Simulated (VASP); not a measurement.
## HgTe: single point with PBE

Crystal: HgTe.

```xyz
4
Lattice="3.0319 -3.5126 0.0000 3.0319 3.5126 0.0000 0.0000 0.0000 5.8745" Properties=species:S:1:pos:R:3 pbc="T T T"
Hg    3.0319   -1.1026    1.4686
Hg    3.0319    1.1026    4.4058
Te    3.0319    2.0008    1.4686
Te    3.0319   -2.0008    4.4058
```

```
Program                : VASP 6.6.1
Task                   : single point
Functional             : PBE
Potentials or basis    : VASP PAW PBE potentials, release 64 (Hg, Te)
Cutoff                 : 520 eV
k mesh                 : 6 × 6 × 5
Occupations            : fermi-dirac, width 0.05 eV
Spin                   : no spin polarisation
Dipole correction      : no
Further INCAR settings : ALGO = Normal; EDIFF = 1e-06; NBANDS = 26
```

```
Pressure               : -1.7 GPa
Largest force          : 0.185 eV/Å
Band gap on the k mesh : zero (band 18 reaches 3.75 eV, above the bottom of band 19 at 1.87 eV)
```

Forces in eV/Å, atoms in the order of the input:
```
Hg   0.000 -0.004  0.000
Hg   0.000  0.004  0.000
Te   0.000 -0.185  0.000
Te   0.000  0.185  0.000
```

Stress tensor (GPa, compression positive):
```
-1.87  0.00  0.00
 0.00 -1.26  0.00
 0.00  0.00 -1.93
```

Levels at points of the mesh, in eV from the Fermi level:
| k point | band 14 | band 15 | band 16 | band 17 | band 18 | band 19 | band 20 | band 21 | band 22 | band 23 |
| --- | --- | --- | --- | --- | --- | --- | --- | --- | --- | --- |
| (0.00, 0.00, 0.00) | -2.50 | -2.48 | -2.31 | -0.87 | -0.40 | -0.32 | -0.06 | 4.25 | 5.20 | 6.20 |
| (0.50, 0.00, 0.00) | -3.63 | -2.17 | -1.76 | -0.75 | -0.43 | 1.46 | 2.43 | 3.02 | 4.48 | 5.08 |
| (0.50, 0.50, 0.00) | -3.71 | -1.90 | -1.85 | -1.58 | -1.58 | -1.54 | -1.26 | 3.43 | 5.39 | 6.85 |

It took 74 s on 1 thread of Intel(R) Xeon(R) Platinum 8259CL CPU @ 2.50GHz (Skylake/Cascade Lake), with other jobs on the host, peak memory 0.31 GiB.

Caveat: spin-orbit coupling is left out, which moves the levels of the heavy elements.
